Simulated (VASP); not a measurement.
# BaIn3P3 (Pm-3m) in VASP: a series of runs, part 2 of 2

VASP 6.6.1.

### 3 Relaxation of cell and atoms, PBE

This run uses another cell than the first one, of 25.94 Å³/atom, 0.826 times its volume.

The input, INCAR:

```
SYSTEM = BaIn3P3
PREC = Accurate ; ENCUT = 600
EDIFF = 1E-6 ; ISMEAR = 0
SIGMA = 0.1 ; LREAL = .False.
LASPH = .True. ; NELM = 100
ALGO = Normal ; ISIF = 3
LWAVE = .False. ; LCHARG = .False.
GGA = PE ; IBRION = 2
NSW = 90 ; EDIFFG = -0.04
```

The input, KPOINTS:

```
Automatic mesh
0
Gamma
  4 4 4
  0 0 0
```

The input, POSCAR:

```
BaIn3P3
1.0
    5.6628348800      0.0000000000      0.0000000000
    0.0000000000      5.6628348800      0.0000000000
    0.0000000000      0.0000000000      5.6628348800
Ba In P
1 3 3
Direct
    0.5000000000      0.5000000000      0.5000000000
    0.5000000000      0.5000000000      0.0000000000
    0.0000000000      0.5000000000      0.5000000000
    0.5000000000      0.0000000000      0.5000000000
    0.5000000000      0.0000000000      0.0000000000
    0.0000000000      0.5000000000      0.0000000000
    0.0000000000      0.0000000000      0.5000000000
```

Potentials or basis: VASP PAW PBE potentials, release 64 (Ba_sv, In_d, P).

The run is started by

```console
cat potpaw_PBE.64/Ba_sv/POTCAR potpaw_PBE.64/In_d/POTCAR potpaw_PBE.64/P/POTCAR > POTCAR
mpirun -np 1 vasp_std > vasp.out
```

OUTCAR:

```text
SYSTEM = BaIn3P3
   PREC = Accurate
   ENCUT = 600
   EDIFF = 1E-6
   ISMEAR = 0
   LREAL = .False.
   LASPH = .True.
   NELM = 100
   ISIF = 3
   GGA = PE
   IBRION = 2
   NSW = 90
   EDIFFG = -0.04

 ion  position               nearest neighbor table
   1  0.500  0.500  0.500-   2 2.83   3 2.83   4 2.83   2 2.83   4 2.83   3 2.83
   2  0.500  0.500  0.000-   1 2.83   5 2.83   6 2.83   1 2.83   5 2.83   6 2.83   3 4.00   4 4.00
                             4 4.00   4 4.00   4 4.00   3 4.00   3 4.00   3 4.00
   3  0.000  0.500  0.500-   1 2.83   6 2.83   7 2.83   6 2.83   7 2.83   1 2.83   2 4.00   4 4.00
                             4 4.00   2 4.00   2 4.00   4 4.00   2 4.00   4 4.00
   4  0.500  0.000  0.500-   1 2.83   5 2.83   7 2.83   5 2.83   1 2.83   7 2.83   2 4.00   3 4.00
                             2 4.00   3 4.00   2 4.00   3 4.00   2 4.00   3 4.00
   5  0.500  0.000  0.000-   2 2.83   4 2.83   4 2.83   2 2.83
   6  0.000  0.500  0.000-   2 2.83   3 2.83   3 2.83   2 2.83
   7  0.000  0.000  0.500-   3 2.83   4 2.83   3 2.83   4 2.83

  LATTYP: Found a simple cubic cell.
 ALAT       =     5.6628348800
[... 186 lines left out ...]

 k-point     1 :       0.0000    0.0000    0.0000
  band No.  band energies     occupation
      1     -23.0682      2.00000
      2      -9.6651      2.00000
      3      -9.6651      2.00000
      4      -9.5522      2.00000
      5      -9.5127      2.00000
      6      -9.5127      2.00000
[... 480 lines left out ...]
--------------------------------------- Ionic step        3  -------------------------------------------

 number of electron      64.0000026 magnetization

 Free energy of the ion-electron system (eV)
  ---------------------------------------------------
  ext. energy  EPLUGINS =         0.00000000
  ---------------------------------------------------
  free energy    TOTEN  =       -19.85860539 eV

  energy without entropy =      -19.82920796  energy(sigma->0) =      -19.84390667

 E-fermi :   3.4946     XC(G=0):  -8.7390

 val. band max:        3.4718712889   @ k =   0.2500   0.0000   0.0000
 cond. band min:       3.5788032914   @ k =   0.0000   0.0000   0.0000
 fundamental gap:      0.1069320024
 Fermi energy:         3.4945568376

 k-point     1 :       0.0000    0.0000    0.0000
  band No.  band energies     occupation
      1     -24.7430      2.00000
      2     -11.1086      2.00000
      3     -11.1086      2.00000
      4     -11.0643      2.00000
      5     -10.9902      2.00000
      6     -10.9902      2.00000
[... 433 lines left out ...]
  FREE ENERGIE OF THE ION-ELECTRON SYSTEM (eV)
  ---------------------------------------------------
  free  energy   TOTEN  =       -19.8586053887 eV

  energy  without entropy=      -19.8292079565  energy(sigma->0) =      -19.84390667

 reached required accuracy - stopping structural energy minimisation
```

Run time: 3.3 min. Hardware: 1 thread of Intel Xeon Platinum 8488C (Sapphire Rapids), shared host; peak memory 0.38 GiB.

What came out:

```
Free energy                            : -19.8586 eV
Relaxed volume                         : 31.61 Å³/atom
Relaxed cell                           : a = 6.048 Å, b = 6.048 Å, c = 6.048 Å, α = 90.00°, β = 90.00°, γ = 90.00°
Space group after relaxing (to 0.05 Å) : Pm-3m (No. 221)
Energy gained by relaxing              : 137.6 meV/atom
Ionic steps                            : 3
Pressure after relaxing                : 0.0 GPa
Band gap on the k mesh                 : zero (band 32 reaches 3.84 eV, above the bottom of band 33 at 3.32 eV)
```

The path:
```csv
step,energy change (eV),largest force (eV/Å),pressure (GPa),volume (Å³)
1,0.0000,0.0000,9.27,181.59
2,-0.9604,0.0000,-0.32,223.95
3,-0.9629,0.0000,0.02,221.27
```

Final structure:
```cif
data_structure
_symmetry_space_group_name_H-M 'P 1'
_symmetry_Int_Tables_number 1
_cell_length_a 6.0484
_cell_length_b 6.0484
_cell_length_c 6.0484
_cell_angle_alpha 90.000
_cell_angle_beta 90.000
_cell_angle_gamma 90.000
_cell_volume 221.27
loop_
_atom_site_label
_atom_site_type_symbol
_atom_site_fract_x
_atom_site_fract_y
_atom_site_fract_z
_atom_site_occupancy
Ba1 Ba 0.50000 0.50000 0.50000 1
In1 In 0.50000 0.50000 0.00000 1
In2 In 0.00000 0.50000 0.50000 1
In3 In 0.50000 0.00000 0.50000 1
P1 P 0.50000 0.00000 0.00000 1
P2 P 0.00000 0.50000 0.00000 1
P3 P 0.00000 0.00000 0.50000 1
```

Caveat: the volume moved by over 15 % at a fixed basis, so the end points are rough; spin-orbit coupling is left out, which moves the levels of the heavy elements.

### 4 Single point, PBE

This run uses another cell than the first one, of 25.94 Å³/atom, 0.826 times its volume.

The input, INCAR:

```
SYSTEM = BaIn3P3
PREC = Accurate
ENCUT = 520
EDIFF = 1E-6
ISMEAR = 0
SIGMA = 0.1
LREAL = .False.
LASPH = .True.
NELM = 100
ALGO = Normal
ISIF = 2
LWAVE = .False.
LCHARG = .False.
GGA = PE
NBANDS = 41
```

The input, KPOINTS:

```
regular mesh
0
Gamma
  4 4 4
  0 0 0
```

POSCAR is that of step 3.

Potentials or basis: VASP PAW PBE potentials, release 64 (Ba_sv, In_d, P).

The run is started by

```console
cat potpaw_PBE.64/Ba_sv/POTCAR potpaw_PBE.64/In_d/POTCAR potpaw_PBE.64/P/POTCAR > POTCAR
mpirun -np 1 vasp_std > vasp.out
```

OUTCAR:

```text
SYSTEM = BaIn3P3
   PREC = Accurate
   ENCUT = 520
   EDIFF = 1E-6
   ISMEAR = 0
   LREAL = .False.
   LASPH = .True.
   NELM = 100
   ISIF = 2
   GGA = PE

 ion  position               nearest neighbor table
   1  0.500  0.500  0.500-   2 2.83   3 2.83   4 2.83   2 2.83   4 2.83   3 2.83
   2  0.500  0.500  0.000-   1 2.83   5 2.83   6 2.83   1 2.83   5 2.83   6 2.83   3 4.00   4 4.00
                             4 4.00   4 4.00   4 4.00   3 4.00   3 4.00   3 4.00
   3  0.000  0.500  0.500-   1 2.83   6 2.83   7 2.83   6 2.83   7 2.83   1 2.83   2 4.00   4 4.00
                             4 4.00   2 4.00   2 4.00   4 4.00   2 4.00   4 4.00
   4  0.500  0.000  0.500-   1 2.83   5 2.83   7 2.83   5 2.83   1 2.83   7 2.83   2 4.00   3 4.00
                             2 4.00   3 4.00   2 4.00   3 4.00   2 4.00   3 4.00
   5  0.500  0.000  0.000-   2 2.83   4 2.83   4 2.83   2 2.83
   6  0.000  0.500  0.000-   2 2.83   3 2.83   3 2.83   2 2.83
   7  0.000  0.000  0.500-   3 2.83   4 2.83   3 2.83   4 2.83

  LATTYP: Found a simple cubic cell.
 ALAT       =     5.6628348800

  Lattice vectors:

 A1 = (   5.6628348800,   0.0000000000,   0.0000000000)
 A2 = (   0.0000000000,   5.6628348800,   0.0000000000)
 A3 = (   0.0000000000,   0.0000000000,   5.6628348800)

Analysis of symmetry for initial positions (statically):
=====================================================================
 Subroutine PRICEL returns:
 Original cell was already a primitive cell.

 Routine SETGRP: Setting up the symmetry group for a
 simple cubic supercell.

 Subroutine GETGRP returns: Found 48 space group operations
 (whereof 48 operations were pure point group operations)
 out of a pool of 48 trial point group operations.

The static configuration has the point symmetry O_h .

Analysis of symmetry for dynamics (positions and initial velocities):
=====================================================================
 Subroutine PRICEL returns:
[... 127 lines left out ...]
  Thomas-Fermi vector in A             =   2.293002
   LORBIT       =      0    0 simple, 1 ext, 2 COOP (PROOUT), +10 PAW based schemes
   GGA     = PE    functional components
   LHFCALC =     F    Hartree Fock is set to
   AEXX    =    0.0000 exact exchange contribution
   IVDW    =     0    specifies the selected vdW correction
   LEPSILON=     F    determine dielectric tensor
   LRPA    =     F    only Hartree local field effects (RPA)
 non-spin polarized calculation
 Gauss-broadening in eV      SIGMA  =   0.10
  energy-cutoff  :      520.00
  volume of cell :      181.59
 maximum number of plane-waves:      4945
   NGX = 21   NGY = 21   NGZ = 21

 number of electron      63.9999970 magnetization

 Free energy of the ion-electron system (eV)
  ---------------------------------------------------
  ext. energy  EPLUGINS =         0.00000000
  ---------------------------------------------------
  free energy    TOTEN  =       -18.89492905 eV

  energy without entropy =      -18.86745018  energy(sigma->0) =      -18.88118962

 E-fermi :   5.2162     XC(G=0):  -9.5867

 val. band max:        5.1737410105   @ k =   0.2500   0.0000   0.0000
 cond. band min:       5.3027800086   @ k =   0.0000   0.0000   0.0000
 fundamental gap:      0.1290389981
 Fermi energy:         5.2162450658

 k-point     1 :       0.0000    0.0000    0.0000
  band No.  band energies     occupation
      1     -23.0675      2.00000
      2      -9.6648      2.00000
      3      -9.6648      2.00000
      4      -9.5519      2.00000
      5      -9.5125      2.00000
      6      -9.5125      2.00000
[... 429 lines left out ...]
     40       8.3358      0.00000
     41       8.5425      0.00000

------------------------ aborting loop because EDIFF is reached ----------------------------------------

  FORCE on cell =-STRESS in cart. coord.  units (eV):
  Direction    XX          YY          ZZ          XY          YZ          ZX
  --------------------------------------------------------------------------------------
  -------------------------------------------------------------------------------------
  Total       10.4710691     10.4710691     10.4710691     -0.0000000     -0.0000000     -0.0000000
  in kB       92.3846703     92.3846703     92.3846703     -0.0000000     -0.0000000     -0.0000000
  external PRESSURE =      92.3846703 kB  Pullay stress =       0.0000000 kB

 VOLUME and BASIS-vectors are now :
 -----------------------------------------------------------------------------
  energy-cutoff  :      520.00
  volume of cell :      181.59
      direct lattice vectors                 reciprocal lattice vectors
     5.662834880  0.000000000  0.000000000     0.176589998  0.000000000  0.000000000
     0.000000000  5.662834880  0.000000000     0.000000000  0.176589998  0.000000000
     0.000000000  0.000000000  5.662834880     0.000000000  0.000000000  0.176589998

 POSITION                                       TOTAL-FORCE (eV/Angst)
 -----------------------------------------------------------------------------------
      2.83142      2.83142      2.83142         0.000000      0.000000      0.000000
      2.83142      2.83142      0.00000         0.000000      0.000000      0.000000
      0.00000      2.83142      2.83142         0.000000      0.000000      0.000000
      2.83142      0.00000      2.83142         0.000000      0.000000      0.000000
      2.83142      0.00000      0.00000         0.000000      0.000000      0.000000
      0.00000      2.83142      0.00000         0.000000      0.000000      0.000000
      0.00000      0.00000      2.83142         0.000000      0.000000      0.000000
 -----------------------------------------------------------------------------------
    total drift:                                0.000000     -0.000000     -0.000000

  FREE ENERGIE OF THE ION-ELECTRON SYSTEM (eV)
  ---------------------------------------------------
  free  energy   TOTEN  =       -18.8949290534 eV

  energy  without entropy=      -18.8674501821  energy(sigma->0) =      -18.88118962
```

OSZICAR:

```text
N       E                     dE             d eps       ncg     rms          rms(c)
DAV:   1     0.652514979066E+03    0.65251E+03   -0.29018E+04   828   0.176E+03
DAV:   2     0.737146490359E+02   -0.57880E+03   -0.55842E+03   828   0.455E+02
DAV:   3    -0.135495117443E+02   -0.87264E+02   -0.83092E+02  1134   0.185E+02
DAV:   4    -0.189783536350E+02   -0.54288E+01   -0.53338E+01  1160   0.421E+01
DAV:   5    -0.191853027290E+02   -0.20695E+00   -0.20660E+00  1224   0.739E+00    0.118E+01
DAV:   6    -0.189369893651E+02    0.24831E+00   -0.44183E-01  1117   0.109E+01    0.638E+00
DAV:   7    -0.188939762158E+02    0.43013E-01   -0.25851E-01  1192   0.632E+00    0.142E+00
DAV:   8    -0.188946353140E+02   -0.65910E-03   -0.42636E-02  1190   0.212E+00    0.418E-01
DAV:   9    -0.188948479321E+02   -0.21262E-03   -0.35815E-03  1343   0.680E-01    0.170E-01
DAV:  10    -0.188949046344E+02   -0.56702E-04   -0.72270E-04  1214   0.335E-01    0.433E-02
DAV:  11    -0.188949274481E+02   -0.22814E-04   -0.49270E-05  1159   0.581E-02    0.749E-03
DAV:  12    -0.188949286957E+02   -0.12476E-05   -0.41045E-06   949   0.152E-02    0.479E-03
DAV:  13    -0.188949290534E+02   -0.35765E-06   -0.17403E-06   675   0.644E-03
   1 F= -.18894929E+02 E0= -.18881190E+02  d E =-.274789E-01
```

stdout:

```text
POSCAR found type information on POSCAR BaInP
 POSCAR found :  3 types and       7 ions
 scaLAPACK will be used
 LDA part: xc-table for (Slater+PW92), standard interpolation
 POSCAR, INCAR and KPOINTS ok, starting setup
 FFT: planning ... GRIDC
 FFT: planning ... GRID_SOFT
 FFT: planning ... GRID
 WAVECAR not read
 entering main loop
```

Run time: 65 s. Hardware: 1 thread of Intel Xeon Platinum 8488C (Sapphire Rapids), shared host; peak memory 0.28 GiB.

Results:

| Quantity | Value |
| --- | --- |
| Free energy | -18.8949 eV |
| Pressure | 9.2 GPa |
| Band gap on the k mesh | zero (band 32 reaches 5.64 eV, above the bottom of band 33 at 5.01 eV) |

Levels at points of the mesh, in eV from the Fermi level:
```csv
k point,band 30,band 31,band 32,band 33,band 34,band 35
"(0.00, 0.00, 0.00)",-2.47,-2.47,0.09,0.09,0.09,1.70
"(0.50, 0.00, 0.00)",-0.88,-0.83,-0.21,-0.21,1.28,1.85
"(0.50, 0.50, 0.00)",-0.87,-0.77,0.29,0.92,1.05,1.74
"(0.50, 0.50, 0.50)",-0.21,-0.21,-0.21,0.58,0.58,0.58
```

Caveat: spin-orbit coupling is left out, which moves the levels of the heavy elements.

### 5 The runs side by side

```csv
task,cell,cutoff (eV),gap on the mesh (eV),pressure (GPa)
single point,"a = 6.036 Å, 7 atoms",520,none,0.2
relaxation of cell and atoms,"relaxed from a = 5.663 Å, 7 atoms",600,none,0.0
single point,"a = 5.663 Å, 7 atoms",520,none,9.2
```

Alike in all rows: level PBE; potentials or basis VASP PAW PBE potentials, release 64 (Ba_sv, In_d, P); no spin polarisation; k mesh 4 × 4 × 4; smearing gaussian 0.1 eV.

Caveats: spin-orbit coupling is left out, which moves the levels of the heavy elements; the volume moved by over 15 % at a fixed basis, so the end points are rough (some runs).

Absolute energies hang on the potentials; compare differences alone.
